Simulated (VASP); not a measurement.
A run of VASP 6.6.1 is set up as follows.

Contents of INCAR:

```
PREC     = Accurate       # precision mode
ENCUT    = 600            # plane-wave cutoff, eV
EDIFF    = 1E-6           # SCF threshold, eV
ISMEAR   = 0              # smearing method
SIGMA    = 0.02           # smearing width, eV
LREAL    = False          # projectors in reciprocal space
LASPH    = True           # aspherical terms in the spheres
NELM     = 120            # most SCF steps
ALGO     = Normal         # electronic algorithm
ISIF     = 2              # what is computed and relaxed
LWAVE    = False          # write WAVECAR
LCHARG   = True           # write CHGCAR
GGA      = CA             # functional
LELF     = True           # ELF
LVHAR    = True         
NBANDS   = 11             # bands
GGA_COMPAT= False
```

File KPOINTS:

```
regular mesh
0
Gamma
  10 10 10
```

POSCAR

```
AlN
1.0
    0.0000000000      1.9645230735      1.9645230735
    1.9645230735      0.0000000000      1.9645230735
    1.9645230735      1.9645230735      0.0000000000
Al N
1 1
Direct
    0.5000000000      0.5000000000      0.5000000000
    0.0000000000      0.0000000000      0.0000000000
```

Potentials or basis: VASP PAW LDA potentials, release 64 (Al, N).

The run is started by

```sh
$ cat potpaw_LDA.64/Al/POTCAR potpaw_LDA.64/N/POTCAR > POTCAR
$ mpirun -np 1 vasp_std > vasp.out
```

Problem. Predict the pressure.

Solution. 20.1 GPa.

Problem. What does it give for the band gap on the k mesh?

Solution. 5.03 eV (least direct gap 7.07 eV).

Caveat: the cell stands under pressure. A k mesh can miss the band edges.
